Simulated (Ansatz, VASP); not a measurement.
**Two plane-wave programs on HfO2**

Contents of INCAR:

```
SYSTEM = HfO2
PREC     = Accurate       ! precision mode
ENCUT    = 520            ! plane-wave cutoff, eV
EDIFF    = 1E-6           ! SCF threshold, eV
ISMEAR   = -1             ! smearing method
SIGMA    = 0.05           ! smearing width, eV
LREAL    = .FALSE.        ! projectors in reciprocal space
LASPH    = .TRUE.         ! aspherical terms in the spheres
NELM     = 80             ! most SCF steps
ALGO     = Normal         ! electronic algorithm
ISIF     = 2              ! what is computed and relaxed
LWAVE    = .FALSE.        ! write WAVECAR
LCHARG   = .FALSE.        ! write CHGCAR
GGA      = RP             ! functional
IVDW     = 13             ! dispersion correction
NBANDS   = 56             ! bands
```

Contents of KPOINTS:

```
regular mesh
0
G
  5 6 5
  0 0 0
```

Contents of POSCAR:

```
HfO2
1.0
    5.3218317680      0.0000000000      0.0000000000
    0.0000000000      5.1029212315      0.0000000000
    0.0000000000      0.0000000000      5.1313902082
Hf O
4 8
Direct
    0.9669940000      0.7325208200      0.7414403500
    0.5330060000      0.7325208200      0.2414403500
    0.4669940000      0.2674791800      0.7414403500
    0.0330060000      0.2674791800      0.2414403500
    0.6321274500      0.9286454000      0.8792672600
    0.8678725500      0.9286454000      0.3792672600
    0.2339485200      0.5398830500      0.4922923900
    0.2660514800      0.5398830500      0.9922923900
    0.7660514800      0.4601169500      0.9922923900
    0.7339485200      0.4601169500      0.4922923900
    0.1321274500      0.0713546000      0.8792672600
    0.3678725500      0.0713546000      0.3792672600
```

input.yaml

```yaml
crystal:
  lattice:
    - [5.321831768, 0.0, 0.0]
    - [0.0, 5.1029212315, 0.0]
    - [0.0, 0.0, 5.1313902082]
  atoms:
    - { symbol: Hf, position: [0.966994, 0.73252082, 0.74144035] }
    - { symbol: Hf, position: [0.533006, 0.73252082, 0.24144035] }
    - { symbol: Hf, position: [0.466994, 0.26747918, 0.74144035] }
    - { symbol: Hf, position: [0.033006, 0.26747918, 0.24144035] }
    - { symbol: O, position: [0.63212745, 0.9286454, 0.87926726] }
    - { symbol: O, position: [0.86787255, 0.9286454, 0.37926726] }
    - { symbol: O, position: [0.23394852, 0.53988305, 0.49229239] }
    - { symbol: O, position: [0.26605148, 0.53988305, 0.99229239] }
    - { symbol: O, position: [0.76605148, 0.46011695, 0.99229239] }
    - { symbol: O, position: [0.73394852, 0.46011695, 0.49229239] }
    - { symbol: O, position: [0.13212745, 0.0713546, 0.87926726] }
    - { symbol: O, position: [0.36787255, 0.0713546, 0.37926726] }
hamiltonian:
  xc: rpbe
  pseudopotentials: { kind: paw }
  dispersion: d4
kpoints:
  mp_grid: { grid: [5, 6, 5] }
scf:
  occupations: { method: fermi_dirac, width: 0.05 }
output:
  forces: true
  stress: true
  eigenvalues: true
  write_density: true
  write_potential: true
  elf: true
  volumetric_format: npy
```

Alike in both runs: task single point; functional RPBE; dispersion D4; k mesh 5 × 6 × 5; occupations fermi-dirac, width 0.05 eV; no spin polarisation.

|  | VASP | Ansatz |
| --- | --- | --- |
| version | VASP 6.6.1 | Ansatz 0.2.0 |
| potentials or method | VASP PAW PBE potentials, release 64 (Hf_pv, O) | Ansatz PAW |
| plane-wave cutoff (eV) | 520 | 420 |
| valence electrons in the cell | 88 | 152 |

```csv
,VASP,Ansatz,Ansatz less VASP
gap on the k mesh at the Fermi level (eV),4.31,4.36,+0.053
least direct gap on the mesh (eV),4.50,4.55,+0.048
pressure (GPa),-10.0,-6.9,+3.13
"traceless stress, the component that is largest in VASP (GPa)",-0.48,-0.45,+0.028
rms of the force components (eV/Å),0.086,0.072,-0.0143
```

VASP's potentials were made for PBE, not for RPBE. Atom by atom the forces differ by 0.025 eV/Å (rms over components). VASP's potentials hold 88 valence electrons a cell and Ansatz's 152, so a difference there can come from the potentials and not from the codes.

Neither program's run includes spin-orbit coupling. Noted on Ansatz's run: odd divisions of the mesh miss points on the zone boundary, where band edges often lie, so the gap on the mesh can be too wide.
